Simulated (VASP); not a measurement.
A run of VASP 6.6.1:

Contents of POSCAR:

```
Tl
1.0
    2.7425084354      0.0000000000      0.0000000000
    0.0000000000      2.7425084354      0.0000000000
    0.0000000000      0.0000000000      2.7425084354
Tl
1
Direct
    0.0000000000      0.0000000000      0.0000000000
```

Contents of INCAR.step1:

```
PREC = Accurate ; ENCUT = 520
EDIFF = 1E-6 ; ISMEAR = -1
SIGMA = 0.08 ; LREAL = False
LASPH = True ; NELM = 100
ALGO = Normal ; ISIF = 2
LWAVE = False ; LCHARG = True
GGA = PE ; NBANDS = 12
```

File KPOINTS.step1:

```
Automatic mesh
0
Gamma
  12 12 12
```

The input INCAR.step2:

```
PREC = Accurate ; ENCUT = 520
EDIFF = 1E-6 ; ISMEAR = -5
SIGMA = 0.08 ; LREAL = False
LASPH = True ; NELM = 100
ALGO = Normal ; ISIF = 2
LWAVE = False ; LCHARG = False
GGA = PE ; LORBIT = 10
NBANDS = 12 ; NEDOS = 2001
ICHARG = 11
```

The input KPOINTS.step2:

```
Automatic mesh
0
Gamma
  18 18 18
```

Potentials or basis: VASP PAW PBE potentials, release 64 (Tl_d).

Launch:

```sh
$ cat potpaw_PBE.64/Tl_d/POTCAR > POTCAR
$ cp INCAR.step1 INCAR
$ cp KPOINTS.step1 KPOINTS
$ mpirun -np 1 vasp_std > vasp.out
$ cp INCAR.step2 INCAR
$ cp KPOINTS.step2 KPOINTS
$ mpirun -np 1 vasp_std > vasp.out
```

Hardware: 1 thread of Intel(R) Xeon(R) 6975P-C (Granite Rapids), with other jobs on the host.

Question: How long does it take, and how much memory?

Answer: It took 14 s on 1 thread of Intel(R) Xeon(R) 6975P-C (Granite Rapids), with other jobs on the host, peak memory 0.16 GiB. Counts: k points 220.
